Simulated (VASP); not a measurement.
# S (Fm-3m) in VASP: notebook

S is run at these levels: PBEsol; tasks: single point.

Everything below comes from runs of VASP 6.6.1. Logs are shortened: lines on timing, memory, paths and dates and some standing lists are left out, and cuts for length are marked.

**1. The cell of the first run**

Symmetry: Fm-3m, No. 225, cubic system. Conventional cell: a = 4.041 Å, b = 4.041 Å, c = 4.041 Å, α = 90.00°, β = 90.00°, γ = 90.00°. S (site symmetry m-3m) has 12 S at 2.86 Å within 3.8 Å.

**2. Single point, PBEsol**

Contents of INCAR:

```
SYSTEM = S
  PREC = Accurate
  ENCUT = 520
  EDIFF = 1E-6
  ISMEAR = -1
  SIGMA = 0.05
  LREAL = .False.
  LASPH = .True.
  NELM = 80
  ALGO = Normal
  ISIF = 2
  LWAVE = .False.
  LCHARG = .False.
  GGA = PS
  NBANDS = 9
```

Contents of KPOINTS:

```
Automatic mesh
0
Gamma
  10 10 10
  0 0 0
```

Contents of POSCAR:

```
S
1.0
    0.0000000000      2.0205944570      2.0205944570
    2.0205944570      0.0000000000      2.0205944570
    2.0205944570      2.0205944570      0.0000000000
S
1
Direct
    0.0000000000      0.0000000000      0.0000000000
```

Potentials or basis: VASP PAW PBE potentials, release 64 (S).

Launch:

```
$ cat potpaw_PBE.64/S/POTCAR > POTCAR
$ mpirun -np 1 vasp_std > vasp.out
```

OUTCAR:

```text
SYSTEM = S
   PREC = Accurate
   ENCUT = 520
   EDIFF = 1E-6
   ISMEAR = -1
   LREAL = .False.
   LASPH = .True.
   NELM = 80
   ISIF = 2
   GGA = PS

 ion  position               nearest neighbor table
   1  0.000  0.000  0.000-

  LATTYP: Found a face centered cubic cell.
 ALAT       =     4.0411889140

  Lattice vectors:

 A1 = (   0.0000000000,   2.0205944570,   2.0205944570)
 A2 = (   2.0205944570,   0.0000000000,   2.0205944570)
 A3 = (   2.0205944570,   2.0205944570,   0.0000000000)

Analysis of symmetry for initial positions (statically):
=====================================================================
 Subroutine PRICEL returns:
 Original cell was already a primitive cell.

 Routine SETGRP: Setting up the symmetry group for a
 face centered cubic supercell.

 Subroutine GETGRP returns: Found 48 space group operations
 (whereof 48 operations were pure point group operations)
 out of a pool of 48 trial point group operations.

The static configuration has the point symmetry O_h .

Analysis of symmetry for dynamics (positions and initial velocities):
=====================================================================
 Subroutine PRICEL returns:
 Original cell was already a primitive cell.

 Routine SETGRP: Setting up the symmetry group for a
 face centered cubic supercell.

 Subroutine GETGRP returns: Found 48 space group operations
 (whereof 48 operations were pure point group operations)
 out of a pool of 48 trial point group operations.

The dynamic configuration has the point symmetry O_h .

 Subroutine INISYM returns: Found 48 space group operations
 (whereof 48 operations are pure point group operations),
 and found     1 'primitive' translations

----------------------------------------------------------------------------------------

                                     Primitive cell

  volume of cell :      16.4994

  direct lattice vectors                    reciprocal lattice vectors
     0.000000000  2.020594457  2.020594457    -0.247451931  0.247451931  0.247451931
     2.020594457  0.000000000  2.020594457     0.247451931 -0.247451931  0.247451931
     2.020594457  2.020594457  0.000000000     0.247451931  0.247451931 -0.247451931

  length of vectors
     2.857552085  2.857552085  2.857552085     0.428599317  0.428599317  0.428599317

  position of ions in fractional coordinates (direct lattice)
     0.000000000  0.000000000  0.000000000

  ion indices of the primitive-cell ions
   primitive index   ion index
                 1           1

----------------------------------------------------------------------------------------

 KPOINTS: Automatic mesh

Automatic generation of k-mesh.
 Grid dimensions read from file:
 generate k-points for:   10   10   10

 Generating k-lattice:

  Cartesian coordinates                     Fractional coordinates (reciprocal lattice)
    -0.024745193  0.024745193  0.024745193     0.100000000  0.000000000  0.000000000
     0.024745193 -0.024745193  0.024745193     0.000000000  0.100000000  0.000000000
     0.024745193  0.024745193 -0.024745193     0.000000000  0.000000000  0.100000000

  Length of vectors
     0.042859932  0.042859932  0.042859932

  Shift w.r.t. Gamma in fractional coordinates (k-lattice)
     0.000000000  0.000000000  0.000000000

 Subroutine IBZKPT returns following result:
 ===========================================

 Found     47 irreducible k-points:

 Following reciprocal coordinates:
            Coordinates               Weight
  0.000000  0.000000  0.000000      1.000000
  0.100000  0.000000  0.000000      8.000000
  0.200000  0.000000  0.000000      8.000000
  0.300000  0.000000  0.000000      8.000000
  0.400000  0.000000  0.000000      8.000000
  0.500000  0.000000  0.000000      4.000000
[... 16 lines left out ...]
  0.300000  0.300000  0.000000      6.000000
  0.400000  0.300000  0.000000     24.000000
 [... further k-points ...]
   k-points           NKPTS =     47   k-points in BZ     NKDIM =     47   number of bands    NBANDS=      9
   number of dos      NEDOS =    301   number of ions     NIONS =      1
   total plane-waves  NPLWV =  13824
   dimension x,y,z NGX =    24 NGY =   24 NGZ =   24
   dimension x,y,z NGXF=    48 NGYF=   48 NGZF=   48
   ions per type =               1
   NGX,Y,Z   is equivalent  to a cutoff of  13.96, 13.96, 13.96 a.u.
   NGXF,Y,Z  is equivalent  to a cutoff of  27.93, 27.93, 27.93 a.u.
 SYSTEM =  S
   PREC   = accura    normal or accurate (medium, high low for compatibility)
   ISTART =      0    job   : 0-new  1-cont  2-samecut
   ICHARG =      2    charge: 1-file 2-atom 10-const
   ISPIN  =      1    spin polarized calculation?
   LNONCOLLINEAR =      F non collinear calculations
   LSORBIT =      F    spin-orbit coupling
   LASPH  =      T    aspherical Exc in radial PAW
   ENCUT  =  520.0 eV  38.22 Ry    6.18 a.u.   5.31  5.31  5.31*2*pi/ulx,y,z
   NELM   =     80;   NELMIN=  2; NELMDL= -5     # of ELM steps
   EDIFF  = 0.1E-05   stopping-criterion for ELM
   LREAL  =      F    real-space projection
   EDIFFG = 0.1E-04   stopping-criterion for IOM
   NSW    =      0    number of steps for IOM
   IBRION =     -1    ionic relax: 0-MD 1-quasi-New 2-CG
   NFREE  =      0    steps in history (QN), initial steepest desc. (CG)
   ISIF   =      2    stress and relaxation
   ISYM   =      2    0-nonsym 1-usesym 2-fastsym
   POTIM  = 0.5000    time-step for ionic-motion
   TEBEG  =    0.0;   TEEND  =   0.0 temperature during run
   PSTRESS=    0.0 pullay stress
   NELECT =       6.0000    total number of electrons
   NUPDOWN=      -1.0000    fix difference up-down
   EMIN   =  10.00;   EMAX   =-10.00  energy-range for DOS
   EFERMI =   0.00;   METHOD = LEGACY
   ISMEAR =    -1;   SIGMA  =   0.05  broadening in eV -4-tet -1-fermi 0-gaus
   EFERMI_NEDOS =   21; number of points for ismear=-14 and -15
   IALGO  =     38    algorithm
   IMIX   =      4    mixing-type and parameters
     AMIX     =   0.40;   BMIX     =  1.00
     AMIX_MAG =   1.60;   BMIX_MAG =  1.00
  volume/ion in A,a.u.               =      16.50       111.34
  Fermi-wavevector in a.u.,A,eV,Ry     =   1.168520  2.208182 18.577920  1.365439
  Thomas-Fermi vector in A             =   2.305005
   LORBIT       =      0    0 simple, 1 ext, 2 COOP (PROOUT), +10 PAW based schemes
   GGA     = PS    functional components
   LHFCALC =     F    Hartree Fock is set to
   AEXX    =    0.0000 exact exchange contribution
   IVDW    =     0    specifies the selected vdW correction
   LEPSILON=     F    determine dielectric tensor
   LRPA    =     F    only Hartree local field effects (RPA)
 non-spin polarized calculation
  energy-cutoff  :      520.00
  volume of cell :       16.50
 maximum number of plane-waves:       459
 NGX is ok and might be reduce to    24
   NGX = 11   NGY = 11   NGZ = 11

 number of electron       6.0000000 magnetization

 Free energy of the ion-electron system (eV)
  ---------------------------------------------------
  ext. energy  EPLUGINS =         0.00000000
  ---------------------------------------------------
  free energy    TOTEN  =        -3.30602856 eV

  energy without entropy =       -3.29986909  energy(sigma->0) =       -3.30294883

 E-fermi :   6.7616     XC(G=0): -11.1200

 val. band max:        6.7068584388   @ k =   0.5000   0.3000   0.0000
 cond. band min:       6.9151499809   @ k =   0.2000   0.1000   0.0000
 fundamental gap:      0.2082915421
 Fermi energy:         6.7615797749

 k-point     1 :       0.0000    0.0000    0.0000
  band No.  band energies     occupation
      1      -9.5133      2.00000
      2       9.8169      0.00000
      3       9.8169      0.00000
      4       9.8169      0.00000
      5      18.8977      0.00000
      6      18.8977      0.00000
      7      18.8977      0.00000
      8      20.3902      0.00000
      9      24.1091      0.00000

 k-point     2 :       0.1000    0.0000    0.0000
  band No.  band energies     occupation
      1      -9.2866      2.00000
      2       8.6163      0.00000
      3       9.6590      0.00000
      4       9.6590      0.00000
      5      18.3956      0.00000
      6      19.2624      0.00000
      7      19.2624      0.00000
      8      21.1992      0.00000
      9      23.4757      0.00000

 k-point     3 :       0.2000    0.0000    0.0000
  band No.  band energies     occupation
      1      -8.6201      2.00000
      2       6.0207      2.00000
      3       9.2988      0.00000
      4       9.2988      0.00000
      5      17.4307      0.00000
      6      19.6758      0.00000
      7      19.6758      0.00000
      8      23.0508      0.00000
      9      23.0606      0.00000

 k-point     4 :       0.3000    0.0000    0.0000
  band No.  band energies     occupation
      1      -7.5718      2.00000
      2       3.2015      2.00000
      3       8.9319      0.00000
      4       8.9319      0.00000
      5      16.6618      0.00000
      6      19.0919      0.00000
      7      19.0919      0.00000
      8      24.2022      0.00000
      9      24.5203      0.00000

 k-point     5 :       0.4000    0.0000    0.0000
  band No.  band energies     occupation
      1      -6.3391      2.00000
      2       0.8031      2.00000
      3       8.6808      0.00000
      4       8.6808      0.00000
      5      16.2090      0.00000
      6      18.3941      0.00000
      7      18.3941      0.00000
      8      23.8372      0.00000
      9      26.8431      0.00000

 k-point     6 :       0.5000    0.0000    0.0000
  band No.  band energies     occupation
      1      -5.6389      2.00000
      2      -0.2991      2.00000
      3       8.5934      0.00000
      4       8.5934      0.00000
      5      16.0621      0.00000
      6      18.1286      0.00000
      7      18.1286      0.00000
      8      23.5775      0.00000
      9      28.2511      0.00000
[... 169 lines left out ...]
 k-point    21 :      -0.3000    0.2000    0.0000
  band No.  band energies     occupation
      1      -6.0619      2.00000
      2       2.1405      2.00000
      3       5.0414      2.00000
      4       8.4385      0.00000
      5      16.4646      0.00000
      6      19.4940      0.00000
      7      20.3108      0.00000
      8      23.1010      0.00000
      9      23.5557      0.00000

 k-point    22 :      -0.2000    0.2000    0.0000
  band No.  band energies     occupation
      1      -7.2168      2.00000
      2       4.0594      2.00000
      3       5.7569      2.00000
      4       9.0645      0.00000
      5      17.8802      0.00000
      6      18.9705      0.00000
      7      20.5456      0.00000
      8      21.4336      0.00000
      9      22.0299      0.00000

 k-point    23 :       0.3000    0.3000    0.0000
  band No.  band energies     occupation
      1      -6.9050      2.00000
      2       4.4678      2.00000
      3       6.9920      0.01974
      4       6.9920      0.01974
      5      14.1392      0.00000
      6      14.7126      0.00000
      7      24.7960      0.00000
      8      24.7960      0.00000
      9      26.4566      0.00000

 k-point    24 :       0.4000    0.3000    0.0000
  band No.  band energies     occupation
      1      -5.9469      2.00000
      2       3.0332      2.00000
      3       5.9588      2.00000
      4       6.6801      1.67213
      5      13.7433      0.00000
      6      14.7569      0.00000
      7      24.7302      0.00000
      8      25.0883      0.00000
      9      28.2053      0.00000

 [... further k-points ...]
[... 5 lines left out ...]
  --------------------------------------------------------------------------------------
  -------------------------------------------------------------------------------------
  Total       -0.8621937     -0.8621937     -0.8621937      0.0000000      0.0000000     -0.0000000
  in kB      -83.7236135    -83.7236135    -83.7236135      0.0000000      0.0000000     -0.0000000
  external PRESSURE =     -83.7236135 kB  Pullay stress =       0.0000000 kB

 VOLUME and BASIS-vectors are now :
 -----------------------------------------------------------------------------
  energy-cutoff  :      520.00
  volume of cell :       16.50
      direct lattice vectors                 reciprocal lattice vectors
     0.000000000  2.020594457  2.020594457    -0.247451931  0.247451931  0.247451931
     2.020594457  0.000000000  2.020594457     0.247451931 -0.247451931  0.247451931
     2.020594457  2.020594457  0.000000000     0.247451931  0.247451931 -0.247451931

 POSITION                                       TOTAL-FORCE (eV/Angst)
 -----------------------------------------------------------------------------------
      0.00000      0.00000      0.00000         0.000000      0.000000      0.000000
 -----------------------------------------------------------------------------------
    total drift:                                0.000000     -0.000000     -0.000000

  FREE ENERGIE OF THE ION-ELECTRON SYSTEM (eV)
  ---------------------------------------------------
  free  energy   TOTEN  =        -3.3060285640 eV

  energy  without entropy=       -3.2998690934  energy(sigma->0) =       -3.30294883
```

Wall time 3.7 s (1 thread of Intel Xeon 6975P-C, shared host); peak memory 0.13 GiB.

Results:

```yaml
Free_energy: -3.3060 eV
Pressure: -8.4 GPa
Band_gap_on_the_k_mesh: zero (band 3 reaches 9.82 eV, above the bottom of band 4 at 4.54 eV)
```

Caveat: the PAW data sets were made with another functional, which shifts forces and pressure a little.

**3. Single point, PBEsol**

This run uses another cell than the first one, of 16.82 Å³/atom, 1.019 times its volume.

Contents of INCAR:

```
SYSTEM = S
PREC = Accurate ; ENCUT = 520
EDIFF = 1E-7 ; ISMEAR = -1
SIGMA = 0.05 ; LREAL = .FALSE.
LASPH = .TRUE. ; NELM = 100
ALGO = Normal ; ISIF = 2
LWAVE = .FALSE. ; LCHARG = .FALSE.
GGA = PS ; NBANDS = 9
```

Contents of KPOINTS:

```
regular mesh
0
G
  10 10 10
  0 0 0
```

Contents of POSCAR:

```
S
1.0
    0.0000000000      2.0334648324      2.0334648324
    2.0334648324      0.0000000000      2.0334648324
    2.0334648324      2.0334648324      0.0000000000
S
1
Direct
    0.0000000000      0.0000000000      0.0000000000
```

Potentials or basis: VASP PAW PBE potentials, release 64 (S).

Launch:

```
$ cat potpaw_PBE.64/S/POTCAR > POTCAR
$ mpirun -np 1 vasp_std > vasp.out
```

OUTCAR:

```text
SYSTEM = S
   PREC = Accurate
   ENCUT = 520
   EDIFF = 1E-7
   ISMEAR = -1
   LREAL = .FALSE.
   LASPH = .TRUE.
   NELM = 100
   ISIF = 2
   GGA = PS

 ion  position               nearest neighbor table
   1  0.000  0.000  0.000-

  LATTYP: Found a face centered cubic cell.
 ALAT       =     4.0669296648

  Lattice vectors:

 A1 = (   0.0000000000,   2.0334648324,   2.0334648324)
 A2 = (   2.0334648324,   0.0000000000,   2.0334648324)
 A3 = (   2.0334648324,   2.0334648324,   0.0000000000)

[... 456 lines left out ...]
  band No.  band energies     occupation
      1      -6.1214      2.00000
      2       2.8087      2.00000
      3       5.7207      2.00000
      4       6.4146      1.67678
      5      13.5255      0.00000
      6      14.5116      0.00000
      7      24.3383      0.00000
      8      24.6501      0.00000
      9      27.7706      0.00000

 [... further k-points ...]
[... 5 lines left out ...]
  --------------------------------------------------------------------------------------
  -------------------------------------------------------------------------------------
  Total       -0.9870082     -0.9870082     -0.9870082      0.0000000     -0.0000000      0.0000000
  in kB      -94.0353938    -94.0353938    -94.0353938      0.0000000     -0.0000000      0.0000000
  external PRESSURE =     -94.0353938 kB  Pullay stress =       0.0000000 kB

 VOLUME and BASIS-vectors are now :
 -----------------------------------------------------------------------------
  energy-cutoff  :      520.00
  volume of cell :       16.82
      direct lattice vectors                 reciprocal lattice vectors
     0.000000000  2.033464832  2.033464832    -0.245885738  0.245885738  0.245885738
     2.033464832  0.000000000  2.033464832     0.245885738 -0.245885738  0.245885738
     2.033464832  2.033464832  0.000000000     0.245885738  0.245885738 -0.245885738

 POSITION                                       TOTAL-FORCE (eV/Angst)
 -----------------------------------------------------------------------------------
      0.00000      0.00000      0.00000         0.000000      0.000000     -0.000000
 -----------------------------------------------------------------------------------
    total drift:                                0.000000     -0.000000     -0.000000

  FREE ENERGIE OF THE ION-ELECTRON SYSTEM (eV)
  ---------------------------------------------------
  free  energy   TOTEN  =        -3.2885455853 eV

  energy  without entropy=       -3.2817206861  energy(sigma->0) =       -3.28513314
```

stdout:

```text
POSCAR found type information on POSCAR S
 POSCAR found :  1 types and       1 ions
 scaLAPACK will be used
 -----------------------------------------------------------------------------
|                                                                             |
|                                                                             |
|     You enforced a specific xc type in the INCAR file but a different       |
|     I HOPE YOU KNOW WHAT YOU ARE DOING!                                     |
|                                                                             |
 -----------------------------------------------------------------------------

 LDA part: xc-table for (Slater+PW92), standard interpolation
 POSCAR, INCAR and KPOINTS ok, starting setup
 FFT: planning ... GRIDC
 FFT: planning ... GRID_SOFT
 FFT: planning ... GRID
 WAVECAR not read
 entering main loop
```

Run time: 4.4 s. Hardware: 1 thread of Intel Xeon 6975P-C, shared host; peak memory 0.13 GiB.

What came out:

```yaml
Free_energy: -3.2885 eV
Pressure: -9.4 GPa
Band_gap_on_the_k_mesh: zero (band 3 reaches 9.46 eV, above the bottom of band 4 at 4.35 eV)
```

Caveat: the PAW data sets were made with another functional, which shifts forces and pressure a little.
